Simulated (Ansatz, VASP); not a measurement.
# N in VASP and in Ansatz

```
N
1.0
     6.14144   -1.22829   -1.22829
    -1.22829    6.14144   -1.22829
    -1.22829   -1.22829    6.14144
N
4
Direct
  0.00006 0.00006 0.00006
  0.49994 0.99994 0.50006
  0.50006 0.49994 0.99994
  0.99994 0.50006 0.49994
```

Alike in both runs: task single point; functional PBEsol; k mesh 4 × 4 × 4; occupations gaussian, width 0.05 eV; collinear spin.

```csv
,VASP,Ansatz
version,VASP 6.6.1,Ansatz 0.2.0
potentials or method,"VASP PAW PBE potentials, release 64 (N), cutoff 520 eV","scalar-relativistic, plane waves, PAW"
valence electrons in the cell,20,20
```

```csv
,VASP,Ansatz,Ansatz less VASP
gap on the k mesh at the Fermi level (eV),3.05,3.05,0.000
least direct gap on the mesh (eV),3.10,3.10,0.000
pressure (GPa),0.1,0.1,+0.05
net moment per atom (μB),3.00,3.00,0.000
size of the moment on the site where the two differ most (μB),1.94,2.90,+0.956
```

VASP's potentials were made for PBE, not for PBEsol. Site moments also hang on the region over which each program counts them.
